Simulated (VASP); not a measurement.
Input of a VASP 6.6.1 run:

File INCAR:

```
ALGO = Normal
EDIFF = 1E-6
ENCUT = 520
GGA = PS
ISIF = 2
ISMEAR = 0
LASPH = True
LCHARG = False
LREAL = False
LWAVE = False
NBANDS = 15
NELM = 80
PREC = Accurate
SIGMA = 0.15
```

The input KPOINTS:

```
k-points
0
Gamma
  18 18 18
```

POSCAR

```
TaN
1.0
    0.0000000000      2.1790000000      2.1790000000
    2.1790000000      0.0000000000      2.1790000000
    2.1790000000      2.1790000000      0.0000000000
Ta N
1 1
Direct
    0.5000000000      0.5000000000      0.5000000000
   -0.1032583754      0.0000000000      0.0000000000
```

Potentials or basis: VASP PAW PBE potentials, release 64 (Ta_pv, N).

Command:

```bash
$ cat potpaw_PBE.64/Ta_pv/POTCAR potpaw_PBE.64/N/POTCAR > POTCAR
$ mpirun -np 1 vasp_std > vasp.out
```

(1) Estimate the band gap on the k mesh.

(2) Predict the pressure.

(3) Estimate the largest force.

## Answers

(1) zero (bands 8 and 9 overlap by 2.96 eV).

(2) 23.9 GPa.

(3) 3.754 eV/Å.

Caveat: the cell differs from its parent crystal (atom 2 (N) moved by (-0.225, -0.225) A along y and z); the cell stands under pressure; the PAW data sets were made with another functional, which shifts forces and pressure a little; spin-orbit coupling is left out, which moves the levels of the heavy elements.
